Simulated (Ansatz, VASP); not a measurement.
## One calculation of CuO, two programs

Contents of INCAR:

```
PREC = Accurate ; ENCUT = 520
EDIFF = 1E-8 ; ISMEAR = -1
SIGMA = 0.05 ; LREAL = False
LASPH = True ; NELM = 100
ALGO = Normal ; ISIF = 2
LWAVE = False ; LCHARG = False
GGA = PE ; LEFG = True
NBANDS = 16
```

KPOINTS

```
regular mesh
0
Gamma
  16 16 16
```

POSCAR

```
CuO
1.0
    0.0000000000      2.3061620674      2.3061620674
    2.3061620674      0.0000000000      2.3061620674
    2.3061620674      2.3061620674      0.0000000000
Cu O
1 1
Direct
    0.0000000000      0.0000000000      0.0000000000
    0.2500000000      0.2500000000      0.2500000000
```

Input for Ansatz:

```yaml
crystal:
  lattice:
    - [0.0, 2.3061620674, 2.3061620674]
    - [2.3061620674, 0.0, 2.3061620674]
    - [2.3061620674, 2.3061620674, 0.0]
  atoms:
    - { symbol: Cu, position: [0.0, 0.0, 0.0] }
    - { symbol: O, position: [0.25, 0.25, 0.25] }
kpoints:
  mp_grid: { grid: [16, 16, 16] }
scf:
  occupations: { method: fermi_dirac, width: 0.05 }
hamiltonian:
  xc: pbe
  pseudopotentials: { kind: paw }
output:
  forces: true
  stress: true
  eigenvalues: true
  efg: { contact_densities: true }
```

Change from the starting cell: volume scaled by 1.06, PAW files.

Alike in both runs: task electric field gradients; functional PBE; k mesh 16 × 16 × 16; occupations fermi-dirac, width 0.05 eV; no spin polarisation.

|  | VASP | Ansatz |
| --- | --- | --- |
| version | VASP 6.6.1 | Ansatz 0.2.0 |
| potentials or method | VASP PAW PBE potentials, release 64 (Cu, O) | PAW with Ansatz's default frozen-core files, scalar-relativistic |
| plane-wave cutoff (eV) | 520 | 420 |
| valence electrons in the cell | 17 | 25 |

```csv
,VASP,Ansatz,Ansatz less VASP
pressure (GPa),-6.5,-7.0,-0.51
```

With one functional, cell and mesh, what is left measures potentials, basis and numerics. VASP's potentials hold 17 valence electrons a cell and Ansatz's 25, so a difference there can come from the potentials and not from the codes.
